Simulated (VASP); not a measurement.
Crystal: Ca.

```
Ca
1.0
     0.00000    3.84000    3.84000
     3.84000    0.00000    3.84000
     3.84000    3.84000    0.00000
Ca
2
Direct
  0.00000 0.00000 0.00000
  0.25000 0.25000 0.25000
```

This isn't the form of Ca at room conditions, which is fcc.

```yaml
Program: VASP 6.6.1
Task: relaxation of cell and atoms
Functional: pbe exchange, lda correlation
Potentials_or_basis: VASP PAW PBE potentials, release 64 (Ca_sv)
Cutoff: 500 eV
k_mesh: 4 × 4 × 4
Occupations: fermi-dirac, width 0.1 eV
Spin: no spin polarisation
```

At the start: pressure 2.8 GPa; volume 56.62 Å³/atom.

Task: How do energy, volume and symmetry change on relaxing?

Result: Over 4 steps the energy falls by 276.5 meV/atom and the volume is 94.86 Å³/atom (+67.5 %); space group Fd-3m (No. 227, to 0.1 Å) before and after.

The path:
| step | energy change (eV) | largest force (eV/Å) | pressure (GPa) | volume (Å³) |
| --- | --- | --- | --- | --- |
| 1 | 0.0000 | 0.0000 | 2.82 | 113.25 |
| 2 | -0.2531 | 0.0000 | 1.93 | 130.40 |
| 3 | -0.5527 | 0.0000 | -0.05 | 192.08 |
| 4 | -0.5531 | 0.0000 | 0.00 | 189.73 |

Final structure:
```
Ca
1.0
     0.00000    4.56073    4.56073
     4.56073    0.00000    4.56073
     4.56073    4.56073    0.00000
Ca
2
Direct
  0.00000 0.00000 0.00000
  0.25000 0.25000 0.25000
```

Caveat: the volume moved by over 15 % at a fixed basis, so the end points are rough; the PAW data sets were made with another functional, which shifts forces and pressure a little.
